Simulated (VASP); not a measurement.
# Zn2Ga3Si3N8: relaxation of cell and atoms with PBE

The system is Zn2Ga3Si3N8.

```
N Si Zn Ga
1.0
     0.00000    0.00000   -4.99661
     3.08433    5.34221    0.00000
     3.08433   -5.34221    0.00000
N Si Zn Ga
8 3 2 3
Direct
  0.62929 0.16351 0.33007
  0.62596 0.16386 0.82890
  0.61585 0.67032 0.33579
  0.62388 0.67397 0.83554
  0.11994 0.33273 0.66813
  0.12410 0.33045 0.16741
  0.11905 0.83553 0.66772
  0.11600 0.82958 0.16100
  0.00171 0.16859 0.83515
  0.50262 0.82657 0.66272
  0.49580 0.83163 0.16322
  0.00538 0.66385 0.83308
  0.49925 0.33561 0.16148
  0.00029 0.15812 0.33039
  0.00326 0.66324 0.32952
  0.49982 0.32828 0.66942
```

- Program: VASP 6.6.1
- Task: relaxation of cell and atoms
- Functional: PBE
- Potentials or basis: VASP PAW PBE potentials, release 64 (N, Si, Zn, Ga_d)
- Cutoff: 600 eV
- k mesh: 3 × 3 × 3
- Occupations: gaussian, width 0.1 eV
- Spin: no spin polarisation
- Dipole correction: no
- Further INCAR settings: LREAL = Auto; ALGO = Normal; EDIFF = 1e-07; ISYM = 0; IBRION = 2; EDIFFG = -0.04; NSW = 70; ISIF = 3

| Quantity | Value |
| --- | --- |
| Relaxed volume | 11.08 Å³/atom |
| Relaxed cell | a = 5.159 Å, b = 6.349 Å, c = 6.215 Å, α = 119.42°, β = 89.63°, γ = 90.11° |
| Space group after relaxing (to 0.1 Å) | P1 (No. 1) |
| Energy gained by relaxing | 221.1 meV/atom |
| Ionic steps | 20 |
| Pressure after relaxing | 0.0 GPa |
| Largest force after relaxing | 0.036 eV/Å |
| Band gap on the k mesh | zero (an odd number of electrons rules out a gap without spin polarisation) |

Forces on the atoms (eV/Å):
```
N   -0.007  0.012 -0.009
N    0.027  0.012 -0.021
N   -0.002 -0.003  0.002
N    0.001  0.008  0.004
N    0.014 -0.020  0.002
N    0.014 -0.006 -0.005
N    0.019 -0.003  0.013
N   -0.010 -0.006  0.011
Si  -0.030  0.016 -0.002
Si  -0.022 -0.021  0.009
Si  -0.011 -0.001 -0.014
Zn   0.000 -0.006  0.015
Zn   0.002 -0.010  0.002
Ga   0.002  0.003  0.002
Ga   0.005  0.009  0.009
Ga  -0.002  0.017 -0.019
```

Stress tensor (GPa, compression positive):
```
 0.04  0.05 -0.03
 0.05 -0.07  0.00
-0.03  0.00  0.08
```

Step by step:
| step | energy change (eV) | largest force (eV/Å) | pressure (GPa) | volume (Å³) |
| --- | --- | --- | --- | --- |
| 1 | 0.0000 | 4.4787 | 16.56 | 164.66 |
| 2 | -2.7166 | 1.5274 | -11.71 | 191.33 |
| 3 | -3.0225 | 1.2523 | -6.96 | 184.16 |
| 4 | -3.3797 | 1.3099 | 2.86 | 175.29 |
| 5 | -3.4233 | 0.6459 | 0.15 | 177.37 |
| 6 | -3.4791 | 0.4365 | 0.50 | 176.90 |
| 7 | -3.4791 | 0.4090 | 0.48 | 176.92 |
| 8 | -3.5051 | 0.2266 | -0.07 | 177.54 |
| 9 | -3.5123 | 0.3237 | -0.54 | 178.07 |
| 10 | -3.5235 | 0.1884 | 0.15 | 177.42 |
| 11 | -3.5236 | 0.2073 | 0.22 | 177.36 |
| 12 | -3.5304 | 0.1567 | 0.06 | 177.42 |
| 13 | -3.5307 | 0.2125 | 0.04 | 177.44 |
| 14 | -3.5336 | 0.1213 | -0.10 | 177.54 |
| 15 | -3.5336 | 0.1169 | -0.09 | 177.54 |
| 16 | -3.5359 | 0.0564 | -0.03 | 177.42 |
| 17 | -3.5361 | 0.0836 | 0.00 | 177.38 |
| 18 | -3.5371 | 0.0436 | -0.01 | 177.33 |
| 19 | -3.5371 | 0.0485 | 0.00 | 177.32 |
| 20 | -3.5374 | 0.0358 | 0.02 | 177.31 |

Final structure:
```cif
data_structure
_symmetry_space_group_name_H-M 'P 1'
_symmetry_Int_Tables_number 1
_cell_length_a 5.1587
_cell_length_b 6.3493
_cell_length_c 6.2146
_cell_angle_alpha 119.416
_cell_angle_beta 89.627
_cell_angle_gamma 90.110
_cell_volume 177.31
loop_
_atom_site_label
_atom_site_type_symbol
_atom_site_fract_x
_atom_site_fract_y
_atom_site_fract_z
_atom_site_occupancy
N1 N 0.60839 0.13506 0.32204 1
N2 N 0.66374 0.12926 0.80695 1
N3 N 0.60454 0.69337 0.34454 1
N4 N 0.59403 0.69085 0.84522 1
N5 N 0.11171 0.31527 0.67347 1
N6 N 0.09864 0.31867 0.14026 1
N7 N 0.16443 0.87075 0.68087 1
N8 N 0.14678 0.83511 0.17539 1
Si1 Si 0.01057 0.16035 0.82778 1
Si2 Si 0.51000 0.84240 0.66990 1
Si3 Si 0.48600 0.83840 0.17060 1
Zn1 Zn 0.99959 0.66674 0.82945 1
Zn2 Zn 0.49665 0.32915 0.15979 1
Ga1 Ga 0.99066 0.15725 0.32805 1
Ga2 Ga 0.00101 0.66378 0.33695 1
Ga3 Ga 0.49544 0.32942 0.66829 1
```

Levels at points of the mesh, in eV from the Fermi level:
```
           k point  band 55  band 56  band 57  band 58  band 59  band 60
(0.00, 0.00, 0.00)    -3.99    -3.76    -3.67    -1.57     0.08     0.69
```

Wall time 41 min on 1 thread of Intel(R) Xeon(R) 6975P-C (Granite Rapids), on a shared host, peak memory 0.4 GiB.

Caveat: the k points lie up to 0.41 Å⁻¹ apart in the final cell, too coarse for converged energies and pressures of a metal; an odd number of electrons without spin polarisation forces a metal; a magnetic or distorted state may lie lower.
